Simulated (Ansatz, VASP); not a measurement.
Pt: VASP beside Ansatz

```
CELL_PARAMETERS angstrom
-3.16280 0.00000 0.00000
0.00000 -3.16280 0.00000
0.00000 0.00000 9.23839
ATOMIC_POSITIONS crystal
Pt 0.50000 0.50000 0.08557
Pt 0.00000 0.00000 0.94146
Pt 0.50000 0.50000 0.42792
Pt 0.00000 0.00000 0.25675
Pt 0.50000 0.50000 0.77028
Pt 0.00000 0.00000 0.59910
```

Alike in both runs: task single point; functional PBE; k mesh 14 × 14 × 5; occupations gaussian, width 0.15 eV; no spin polarisation.

|  | VASP | Ansatz |
| --- | --- | --- |
| version | VASP 6.6.1 | Ansatz 0.2.0 |
| potentials or method | VASP PAW PBE potentials, release 64 (Pt), cutoff 520 eV | scalar-relativistic, plane waves, PAW |
| valence electrons in the cell | 60 | 108 |

Ansatz gave:

```
gap on the k mesh at the Fermi level (eV)                     : none
pressure (GPa)                                                : 8.4
traceless stress, the component that is largest in VASP (GPa) : -2.42
rms of the force components (eV/Å)                            : 0.534
```

Question: Which values does VASP return?

Answer: gap on the k mesh at the Fermi level (eV): none; pressure (GPa): 7.9; traceless stress, the component that is largest in VASP (GPa): -2.40; rms of the force components (eV/Å): 0.529.

Atom by atom the forces differ by 0.005 eV/Å (rms over components). A gap of «none» marks a metal or a gap that the smearing closes. VASP's potentials hold 60 valence electrons a cell and Ansatz's 108, so a difference there can come from the potentials and not from the codes.

Spin-orbit coupling is off throughout.
